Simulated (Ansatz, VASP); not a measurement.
# SbSe5: VASP beside Ansatz

```xyz
6
Lattice="5.8429 0.0000 0.0000 -2.9214 5.0601 0.0000 0.0000 0.0000 4.6942" Properties=species:S:1:pos:R:3 pbc="T T T"
Sb    0.0000    0.0000    0.0000
Se    0.0000    3.3734    0.0000
Se    2.9214    1.6867    0.0000
Se    2.9214    0.0000    2.3471
Se    1.4607    2.5300    2.3471
Se   -1.4607    2.5300    2.3471
```

Change from the starting cell: species swapped into the DyNi5 type (P6/mmm, No. 191).

Alike in both runs: functional PBE; k mesh 3 × 3 × 3; occupations gaussian, width 0.2 eV; no spin polarisation.

Ansatz relaxed the structure, and its values are those at the end. VASP's run is a single point on that final structure, the one shown.

|  | VASP | Ansatz |
| --- | --- | --- |
| version | VASP 6.6.1 | Ansatz 0.2.0 |
| potentials or method | VASP PAW PBE potentials, release 64 (Sb, Se), cutoff 500 eV | scalar-relativistic, plane waves, PAW |
| valence electrons in the cell | 35 | 95 |

```tsv
	VASP	Ansatz	Ansatz less VASP
gap on the k mesh at the Fermi level (eV)	none	none	-
pressure (GPa)	-0.4	-0.4	+0.04
```

A gap of «none» marks a metal or a gap that the smearing closes. VASP's potentials hold 35 valence electrons a cell and Ansatz's 95, so a difference there can come from the potentials and not from the codes.

The k mesh is coarse, so the values compare programs but aren't converged. Neither program's run includes spin-orbit coupling.
